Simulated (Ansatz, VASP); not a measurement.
# MgCd2Se3 in VASP and in Ansatz

```
CELL_PARAMETERS angstrom
4.34246 0.00000 0.00000
-2.17123 3.76068 0.00000
0.00000 0.00000 21.16859
ATOMIC_POSITIONS crystal
Mg 0.66667 0.33333 0.33182
Mg 0.33333 0.66667 0.83182
Cd 0.66667 0.33333 0.99846
Cd 0.66667 0.33333 0.66887
Cd 0.33333 0.66667 0.16887
Cd 0.33333 0.66667 0.49846
Se 0.66667 0.33333 0.12528
Se 0.66667 0.33333 0.45489
Se 0.66667 0.33333 0.79568
Se 0.33333 0.66667 0.29568
Se 0.33333 0.66667 0.62528
Se 0.33333 0.66667 0.95489
```

Alike in both runs: functional PBE; k mesh 6 × 6 × 2; occupations gaussian, width 0.02 eV; no spin polarisation.

Ansatz relaxed the structure, and its values are those at the end. VASP's run is a single point on that final structure, the one shown.

|  | VASP | Ansatz |
| --- | --- | --- |
| version | VASP 6.6.1 | Ansatz 0.2.0 |
| potentials or method | VASP PAW PBE potentials, release 64 (Mg, Cd, Se), cutoff 520 eV | scalar-relativistic, plane waves, PAW |
| valence electrons in the cell | 88 | 196 |

VASP gave:

```
gap on the k mesh at the Fermi level (eV) : 1.01
least direct gap on the mesh (eV)         : 1.01
pressure (GPa)                            : 0.2
rms of the force components (eV/Å)        : 0.010
```

Task: Which values does Ansatz return?

Result: gap on the k mesh at the Fermi level (eV): 1.01; least direct gap on the mesh (eV): 1.01; pressure (GPa): 0.0; rms of the force components (eV/Å): 0.001.

The functional is the same, so the differences come from potentials, cutoffs and numerics. VASP's potentials hold 88 valence electrons a cell and Ansatz's 196, so a difference there can come from the potentials and not from the codes.
